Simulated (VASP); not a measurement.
# Zn (Pm-3m) in VASP: a series of runs

The runs below take Zn through single point, with LDA.

All numbers are computed with VASP 6.6.1; they aren't measurements. Logs are shortened: lines on timing, memory, paths and dates and some standing lists are left out, and cuts for length are marked.

## 1. The cell of the first run

The structure is cubic, space group Pm-3m (No. 221). The conventional cell has a = 2.556 Å, b = 2.556 Å, c = 2.556 Å, α = 90.00°, β = 90.00°, γ = 90.00°. Within 3.4 Å of Zn (site symmetry m-3m) lie 6 Zn at 2.56 Å.

## 2. Single point, LDA (volume scaled by 1.04)

Input file INCAR:

```
SYSTEM = Zn
PREC = Accurate ; ENCUT = 520
EDIFF = 1E-7 ; ISMEAR = -1
SIGMA = 0.1 ; LREAL = .False.
LASPH = .True. ; NELM = 80
ALGO = Normal ; ISIF = 2
LWAVE = .False. ; LCHARG = .False.
NBANDS = 12
```

Input file KPOINTS:

```
regular mesh
0
Gamma
  14 14 14
  0 0 0
```

Input file POSCAR:

```
Zn
1.0
    2.5557870165      0.0000000000      0.0000000000
    0.0000000000      2.5557870165      0.0000000000
    0.0000000000      0.0000000000      2.5557870165
Zn
1
Direct
    0.0000000000      0.0000000000      0.0000000000
```

Potentials or basis: VASP PAW LDA potentials, release 64 (Zn).

Command:

```
cat potpaw_LDA.64/Zn/POTCAR > POTCAR
mpirun -np 1 vasp_std > vasp.out
```

OUTCAR:

```text
SYSTEM = Zn
   PREC = Accurate
   ENCUT = 520
   EDIFF = 1E-7
   ISMEAR = -1
   LREAL = .False.
   LASPH = .True.
   NELM = 80
   ISIF = 2

 ion  position               nearest neighbor table
   1  0.000  0.000  0.000-

  LATTYP: Found a simple cubic cell.
 ALAT       =     2.5557870165

  Lattice vectors:

 A1 = (   2.5557870165,   0.0000000000,   0.0000000000)
 A2 = (   0.0000000000,   2.5557870165,   0.0000000000)
 A3 = (   0.0000000000,   0.0000000000,   2.5557870165)

Analysis of symmetry for initial positions (statically):
=====================================================================
 Subroutine PRICEL returns:
 Original cell was already a primitive cell.

 Routine SETGRP: Setting up the symmetry group for a
 simple cubic supercell.

 Subroutine GETGRP returns: Found 48 space group operations
 (whereof 48 operations were pure point group operations)
 out of a pool of 48 trial point group operations.

The static configuration has the point symmetry O_h .

Analysis of symmetry for dynamics (positions and initial velocities):
=====================================================================
 Subroutine PRICEL returns:
 Original cell was already a primitive cell.

 Routine SETGRP: Setting up the symmetry group for a
 simple cubic supercell.

 Subroutine GETGRP returns: Found 48 space group operations
 (whereof 48 operations were pure point group operations)
 out of a pool of 48 trial point group operations.

The dynamic configuration has the point symmetry O_h .

 Subroutine INISYM returns: Found 48 space group operations
 (whereof 48 operations are pure point group operations),
 and found     1 'primitive' translations

----------------------------------------------------------------------------------------

                                     Primitive cell

  volume of cell :      16.6945

  direct lattice vectors                    reciprocal lattice vectors
     2.555787017  0.000000000  0.000000000     0.391268910  0.000000000  0.000000000
     0.000000000  2.555787017  0.000000000     0.000000000  0.391268910  0.000000000
     0.000000000  0.000000000  2.555787017     0.000000000  0.000000000  0.391268910

  length of vectors
     2.555787017  2.555787017  2.555787017     0.391268910  0.391268910  0.391268910

  position of ions in fractional coordinates (direct lattice)
     0.000000000  0.000000000  0.000000000
[... 75 lines left out ...]
   NELM   =     80;   NELMIN=  2; NELMDL= -5     # of ELM steps
   EDIFF  = 0.1E-06   stopping-criterion for ELM
   LREAL  =      F    real-space projection
   EDIFFG = 0.1E-05   stopping-criterion for IOM
   NSW    =      0    number of steps for IOM
   IBRION =     -1    ionic relax: 0-MD 1-quasi-New 2-CG
   NFREE  =      0    steps in history (QN), initial steepest desc. (CG)
   ISIF   =      2    stress and relaxation
   ISYM   =      2    0-nonsym 1-usesym 2-fastsym
   POTIM  = 0.5000    time-step for ionic-motion
   TEBEG  =    0.0;   TEEND  =   0.0 temperature during run
   PSTRESS=    0.0 pullay stress
   NELECT =      12.0000    total number of electrons
   NUPDOWN=      -1.0000    fix difference up-down
   EMIN   =  10.00;   EMAX   =-10.00  energy-range for DOS
   EFERMI =   0.00;   METHOD = LEGACY
   ISMEAR =    -1;   SIGMA  =   0.10  broadening in eV -4-tet -1-fermi 0-gaus
   EFERMI_NEDOS =   21; number of points for ismear=-14 and -15
   IALGO  =     38    algorithm
   IMIX   =      4    mixing-type and parameters
     AMIX     =   0.40;   BMIX     =  1.00
     AMIX_MAG =   1.60;   BMIX_MAG =  1.00
  volume/ion in A,a.u.               =      16.69       112.66
  Fermi-wavevector in a.u.,A,eV,Ry     =   1.466484  2.771252 29.260343  2.150575
  Thomas-Fermi vector in A             =   2.582216
   LORBIT       =      0    0 simple, 1 ext, 2 COOP (PROOUT), +10 PAW based schemes
   GGA     = CA    functional components
   LHFCALC =     F    Hartree Fock is set to
   AEXX    =    0.0000 exact exchange contribution
   IVDW    =     0    specifies the selected vdW correction
   LEPSILON=     F    determine dielectric tensor
   LRPA    =     F    only Hartree local field effects (RPA)
 non-spin polarized calculation
  energy-cutoff  :      520.00
  volume of cell :       16.69
 maximum number of plane-waves:       468
 NGX is ok and might be reduce to    20
   NGX =  9   NGY =  9   NGZ =  9

 number of electron      11.9999988 magnetization

 Free energy of the ion-electron system (eV)
  ---------------------------------------------------
  ext. energy  EPLUGINS =         0.00000000
  ---------------------------------------------------
  free energy    TOTEN  =        -1.58721544 eV

  energy without entropy =       -1.57576692  energy(sigma->0) =       -1.58149118

 E-fermi :   1.9887     XC(G=0): -11.3263

 val. band max:        1.9867737981   @ k =   0.4286   0.3571   0.2857
 cond. band min:       2.0568415611   @ k =   0.4286   0.2143   0.0714
 fundamental gap:      0.0700677630
 Fermi energy:         1.9886916625

 k-point     1 :       0.0000    0.0000    0.0000
  band No.  band energies     occupation
      1      -7.5035      2.00000
      2      -6.1861      2.00000
      3      -6.1861      2.00000
      4      -4.8329      2.00000
      5      -4.8329      2.00000
      6      -4.8329      2.00000
      7      14.8994      0.00000
      8      14.8994      0.00000
      9      14.8994      0.00000
     10      18.0086      0.00000
     11      18.0086      0.00000
     12      21.1202      0.00000
[... 331 lines left out ...]
 k-point    24 :       0.3571    0.2143    0.0000
  band No.  band energies     occupation
      1      -5.9931      2.00000
      2      -5.6238      2.00000
      3      -5.4447      2.00000
      4      -5.1312      2.00000
      5      -4.9498      2.00000
      6      -2.9707      2.00000
      7       3.9948      0.00000
      8      10.9190      0.00000
      9      17.6002      0.00000
     10      19.3495      0.00000
     11      21.9905      0.00000
     12      27.3627      0.00000

 [... further k-points ...]
[... 5 lines left out ...]
  --------------------------------------------------------------------------------------
  -------------------------------------------------------------------------------------
  Total       -0.2056019     -0.2056019     -0.2056019      0.0000000      0.0000000     -0.0000000
  in kB      -19.7316637    -19.7316637    -19.7316637      0.0000000      0.0000000     -0.0000000
  external PRESSURE =     -19.7316637 kB  Pullay stress =       0.0000000 kB

 VOLUME and BASIS-vectors are now :
 -----------------------------------------------------------------------------
  energy-cutoff  :      520.00
  volume of cell :       16.69
      direct lattice vectors                 reciprocal lattice vectors
     2.555787017  0.000000000  0.000000000     0.391268910  0.000000000  0.000000000
     0.000000000  2.555787017  0.000000000     0.000000000  0.391268910  0.000000000
     0.000000000  0.000000000  2.555787017     0.000000000  0.000000000  0.391268910

 POSITION                                       TOTAL-FORCE (eV/Angst)
 -----------------------------------------------------------------------------------
      0.00000      0.00000      0.00000         0.000000      0.000000      0.000000
 -----------------------------------------------------------------------------------
    total drift:                               -0.000000      0.000000      0.000000

  FREE ENERGIE OF THE ION-ELECTRON SYSTEM (eV)
  ---------------------------------------------------
  free  energy   TOTEN  =        -1.5872154376 eV

  energy  without entropy=       -1.5757669210  energy(sigma->0) =       -1.58149118
```

stdout:

```text
POSCAR found type information on POSCAR Zn
 POSCAR found :  1 types and       1 ions
 scaLAPACK will be used
 LDA part: xc-table for (Slater(with rela. corr.)+CA(PZ))
 , standard interpolation
 POSCAR, INCAR and KPOINTS ok, starting setup
 FFT: planning ... GRIDC
 FFT: planning ... GRID_SOFT
 FFT: planning ... GRID
 WAVECAR not read
 entering main loop
```

Wall time 13 s (1 thread of Intel Xeon Platinum 8488C (Sapphire Rapids), shared host); peak memory 0.13 GiB.

Results:

```
Free energy            : -1.5872 eV
Pressure               : -2.0 GPa
Band gap on the k mesh : zero (band 6 reaches 7.80 eV, above the bottom of band 7 at -0.84 eV)
```

Levels at points of the mesh, in eV from the Fermi level:
```csv
k point,band 2,band 3,band 4,band 5,band 6,band 7,band 8,band 9,band 10,band 11
"(0.00, 0.00, 0.00)",-8.17,-8.17,-6.82,-6.82,-6.82,12.91,12.91,12.91,16.02,16.02
"(0.50, 0.00, 0.00)",-7.96,-7.22,-7.22,-6.79,-3.02,-2.83,17.73,17.73,20.28,20.28
"(0.50, 0.50, 0.00)",-7.82,-7.15,-7.15,-6.51,1.41,1.41,2.98,6.51,23.12,24.76
"(0.50, 0.50, 0.50)",-7.87,-7.87,-6.49,-6.49,5.81,5.81,5.81,10.70,11.24,11.24
```

## 3. Single point, LDA (volume scaled by 1.08)

Input file INCAR:

```
SYSTEM = Zn
PREC = Accurate
ENCUT = 520
EDIFF = 1E-6
ISMEAR = -1
SIGMA = 0.1
LREAL = .FALSE.
LASPH = .TRUE.
NELM = 100
ALGO = Normal
ISIF = 2
LWAVE = .FALSE.
LCHARG = .FALSE.
NBANDS = 12
```

Input file KPOINTS:

```
Automatic mesh
0
G
  14 14 14
  0 0 0
```

Input file POSCAR:

```
Zn
1.0
    2.5881421856      0.0000000000      0.0000000000
    0.0000000000      2.5881421856      0.0000000000
    0.0000000000      0.0000000000      2.5881421856
Zn
1
Direct
    0.0000000000      0.0000000000      0.0000000000
```

Potentials or basis: VASP PAW LDA potentials, release 64 (Zn).

Command:

```
cat potpaw_LDA.64/Zn/POTCAR > POTCAR
mpirun -np 1 vasp_std > vasp.out
```

OUTCAR:

```text
SYSTEM = Zn
   PREC = Accurate
   ENCUT = 520
   EDIFF = 1E-6
   ISMEAR = -1
   LREAL = .FALSE.
   LASPH = .TRUE.
   NELM = 100
   ISIF = 2

 ion  position               nearest neighbor table
   1  0.000  0.000  0.000-

  LATTYP: Found a simple cubic cell.
 ALAT       =     2.5881421856

  Lattice vectors:

 A1 = (   2.5881421856,   0.0000000000,   0.0000000000)
 A2 = (   0.0000000000,   2.5881421856,   0.0000000000)
 A3 = (   0.0000000000,   0.0000000000,   2.5881421856)

Analysis of symmetry for initial positions (statically):
=====================================================================
 Subroutine PRICEL returns:
 Original cell was already a primitive cell.

 Routine SETGRP: Setting up the symmetry group for a
 simple cubic supercell.

 Subroutine GETGRP returns: Found 48 space group operations
 (whereof 48 operations were pure point group operations)
 out of a pool of 48 trial point group operations.

The static configuration has the point symmetry O_h .

Analysis of symmetry for dynamics (positions and initial velocities):
=====================================================================
 Subroutine PRICEL returns:
 Original cell was already a primitive cell.

 Routine SETGRP: Setting up the symmetry group for a
 simple cubic supercell.

 Subroutine GETGRP returns: Found 48 space group operations
 (whereof 48 operations were pure point group operations)
 out of a pool of 48 trial point group operations.

The dynamic configuration has the point symmetry O_h .

 Subroutine INISYM returns: Found 48 space group operations
 (whereof 48 operations are pure point group operations),
 and found     1 'primitive' translations

----------------------------------------------------------------------------------------

                                     Primitive cell

  volume of cell :      17.3366
[... 106 lines left out ...]
     AMIX     =   0.40;   BMIX     =  1.00
     AMIX_MAG =   1.60;   BMIX_MAG =  1.00
  volume/ion in A,a.u.               =      17.34       116.99
  Fermi-wavevector in a.u.,A,eV,Ry     =   1.448151  2.736608 28.533331  2.097141
  Thomas-Fermi vector in A             =   2.566024
   LORBIT       =      0    0 simple, 1 ext, 2 COOP (PROOUT), +10 PAW based schemes
   GGA     = CA    functional components
   LHFCALC =     F    Hartree Fock is set to
   AEXX    =    0.0000 exact exchange contribution
   IVDW    =     0    specifies the selected vdW correction
   LEPSILON=     F    determine dielectric tensor
   LRPA    =     F    only Hartree local field effects (RPA)
 non-spin polarized calculation
  energy-cutoff  :      520.00
  volume of cell :       17.34
 maximum number of plane-waves:       480
 NGX is ok and might be reduce to    20
   NGX =  9   NGY =  9   NGZ =  9

 number of electron      11.9999964 magnetization

 Free energy of the ion-electron system (eV)
  ---------------------------------------------------
  ext. energy  EPLUGINS =         0.00000000
  ---------------------------------------------------
  free energy    TOTEN  =        -1.57508748 eV

  energy without entropy =       -1.56359048  energy(sigma->0) =       -1.56933898

 E-fermi :   1.7460     XC(G=0): -11.1345

 val. band max:        1.7266478167   @ k =   0.4286   0.3571   0.2857
 cond. band min:       1.7998645709   @ k =   0.5000   0.2857   0.2857
 fundamental gap:      0.0732167542
 Fermi energy:         1.7460491346

 k-point     1 :       0.0000    0.0000    0.0000
  band No.  band energies     occupation
      1      -7.4779      2.00000
      2      -6.2976      2.00000
      3      -6.2976      2.00000
      4      -5.0340      2.00000
      5      -5.0340      2.00000
      6      -5.0340      2.00000
      7      14.3424      0.00000
      8      14.3424      0.00000
      9      14.3424      0.00000
     10      17.4250      0.00000
     11      17.4250      0.00000
     12      20.3560      0.00000
[... 331 lines left out ...]
 k-point    24 :       0.3571    0.2143    0.0000
  band No.  band energies     occupation
      1      -6.1132      2.00000
      2      -5.7573      2.00000
      3      -5.5990      2.00000
      4      -5.3118      2.00000
      5      -5.1429      2.00000
      6      -3.1005      2.00000
      7       3.7094      0.00000
      8      10.4412      0.00000
      9      17.0145      0.00000
     10      18.6343      0.00000
     11      21.3331      0.00000
     12      26.5394      0.00000

 [... further k-points ...]
[... 5 lines left out ...]
  --------------------------------------------------------------------------------------
  -------------------------------------------------------------------------------------
  Total       -0.4259959     -0.4259959     -0.4259959      0.0000000      0.0000000      0.0000000
  in kB      -39.3687499    -39.3687499    -39.3687499      0.0000000      0.0000000      0.0000000
  external PRESSURE =     -39.3687499 kB  Pullay stress =       0.0000000 kB

 VOLUME and BASIS-vectors are now :
 -----------------------------------------------------------------------------
  energy-cutoff  :      520.00
  volume of cell :       17.34
      direct lattice vectors                 reciprocal lattice vectors
     2.588142186  0.000000000  0.000000000     0.386377536  0.000000000  0.000000000
     0.000000000  2.588142186  0.000000000     0.000000000  0.386377536  0.000000000
     0.000000000  0.000000000  2.588142186     0.000000000  0.000000000  0.386377536

 POSITION                                       TOTAL-FORCE (eV/Angst)
 -----------------------------------------------------------------------------------
      0.00000      0.00000      0.00000         0.000000      0.000000      0.000000
 -----------------------------------------------------------------------------------
    total drift:                                0.000000      0.000000      0.000000

  FREE ENERGIE OF THE ION-ELECTRON SYSTEM (eV)
  ---------------------------------------------------
  free  energy   TOTEN  =        -1.5750874769 eV

  energy  without entropy=       -1.5635904834  energy(sigma->0) =       -1.56933898
```

OSZICAR:

```text
N       E                     dE             d eps       ncg     rms          rms(c)
DAV:   1     0.430859714177E+02    0.43086E+02   -0.65623E+03  2928   0.150E+03
DAV:   2    -0.127376775448E+00   -0.43213E+02   -0.40277E+02  2996   0.210E+02
DAV:   3    -0.167179493931E+01   -0.15444E+01   -0.15422E+01  3368   0.392E+01
DAV:   4    -0.167696383207E+01   -0.51689E-02   -0.51687E-02  3148   0.229E+00
DAV:   5    -0.167696874589E+01   -0.49138E-05   -0.49138E-05  3320   0.683E-02    0.227E+00
DAV:   6    -0.158505639814E+01    0.91912E-01   -0.47076E-01  3360   0.135E+01    0.169E+00
DAV:   7    -0.157824955992E+01    0.68068E-02   -0.11266E-02  3196   0.201E+00    0.840E-01
DAV:   8    -0.157509952180E+01    0.31500E-02   -0.15332E-03  3568   0.438E-01    0.247E-02
DAV:   9    -0.157508695386E+01    0.12568E-04   -0.69135E-05  4112   0.111E-01    0.157E-02
DAV:  10    -0.157508747685E+01   -0.52299E-06   -0.34103E-06  2988   0.240E-02
   1 F= -.15750875E+01 E0= -.15693390E+01  d E =-.114970E-01
```

It took 12 s on 1 thread of Intel Xeon Platinum 8488C (Sapphire Rapids), shared host; peak memory 0.13 GiB.

What came out:

```
Free energy            : -1.5751 eV
Pressure               : -3.9 GPa
Band gap on the k mesh : zero (band 6 reaches 7.41 eV, above the bottom of band 7 at -1.10 eV)
```

## 4. Single point, LDA (volume scaled by 1.12)

Input file INCAR:

```
PREC = Accurate ; ENCUT = 520
EDIFF = 1E-6 ; ISMEAR = -1
SIGMA = 0.1 ; LREAL = False
LASPH = True ; NELM = 80
ALGO = Normal ; ISIF = 2
LWAVE = False ; LCHARG = False
NBANDS = 12
```

Input file KPOINTS:

```
Automatic mesh
0
Gamma
  14 14 14
```

Input file POSCAR:

```
Zn
1.0
    2.6197080062      0.0000000000      0.0000000000
    0.0000000000      2.6197080062      0.0000000000
    0.0000000000      0.0000000000      2.6197080062
Zn
1
Direct
    0.0000000000      0.0000000000      0.0000000000
```

Command:

```
cat potpaw_LDA.64/Zn/POTCAR > POTCAR
mpirun -np 1 vasp_std > vasp.out
```

Run time: 12 s. Hardware: 1 thread of Intel Xeon Platinum 8488C (Sapphire Rapids), shared host; peak memory 0.14 GiB.

It converged, with:

```yaml
Free_energy: -1.5558 eV
Pressure: -5.5 GPa
Band_gap_on_the_k_mesh: zero (band 6 reaches 7.06 eV, above the bottom of band 7 at -1.18 eV)
```

Levels at points of the mesh, in eV from the Fermi level:
```
           k point  band 2  band 3  band 4  band 5  band 6  band 7  band 8  band 9  band 10  band 11
(0.00, 0.00, 0.00)   -7.93   -7.93   -6.74   -6.74   -6.74   12.30   12.30   12.30    15.36    15.36
(0.50, 0.00, 0.00)   -7.71   -7.09   -7.09   -6.71   -2.87   -2.70   16.74   16.74    19.46    19.65
(0.50, 0.50, 0.00)   -7.61   -7.03   -7.03   -6.47    1.45    1.45    2.52    6.37    21.59    23.79
(0.50, 0.50, 0.50)   -7.65   -7.65   -6.45   -6.45    5.53    5.53    5.53    9.52    10.86    10.86
```

[end of part 1 of 2]
